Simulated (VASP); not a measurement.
Here is a VASP 6.6.1 calculation.

Contents of POSCAR:

```
Cs
1.0
    0.0000000000      3.9536154710      3.9536154710
    3.9536154710      0.0000000000      3.9536154710
    3.9536154710      3.9536154710      0.0000000000
Cs
1
Direct
    0.0000000000      0.0000000000      0.0000000000
```

The input INCAR.step1:

```
SYSTEM = Cs
PREC = Accurate
ENCUT = 550
ISMEAR = -1
SIGMA = 0.1
LREAL = .False.
LASPH = .True.
NELM = 200
MAGMOM = 0 0 0
LSORBIT = .True.
GGA_COMPAT = .False.
NBANDS = 20
GGA = PE
ALGO = Normal
EDIFF = 1E-5
LWAVE = .True.
LCHARG = .False.
```

The input INCAR.step2:

```
SYSTEM = Cs
PREC = Accurate
ENCUT = 550
EDIFF = 1E-6
ISMEAR = -1
SIGMA = 0.1
LREAL = .False.
LASPH = .True.
NELM = 200
ALGO = Normal
ISIF = 2
LWAVE = .False.
LCHARG = .False.
MAGMOM = 0 0 0
LORBIT = 11
LSORBIT = .True.
GGA_COMPAT = .False.
LORBMOM = .True.
METAGGA = R2SCAN
LMIXTAU = .True.
NBANDS = 20
ISTART = 1
```

KPOINTS

```
Automatic mesh
0
Gamma
  7 7 7
  0 0 0
```

Potentials or basis: VASP PAW PBE potentials, release 64 (Cs_sv).

Launch:

```sh
$ cat potpaw_PBE.64/Cs_sv/POTCAR > POTCAR
$ cp INCAR.step1 INCAR
$ mpirun -np 1 vasp_ncl > vasp.out
$ cp INCAR.step2 INCAR
$ mpirun -np 1 vasp_ncl > vasp.out
```

Q: What does it give for the pressure?

A: 0.0 GPa.

Q: Predict the net moment.

A: 0.00 μB per cell.

Moments on the atoms (μB; x, y, z):
```
Cs  0.00 0.00 0.00
```

Caveat: the PAW data sets were made with another functional, which shifts forces and pressure a little.
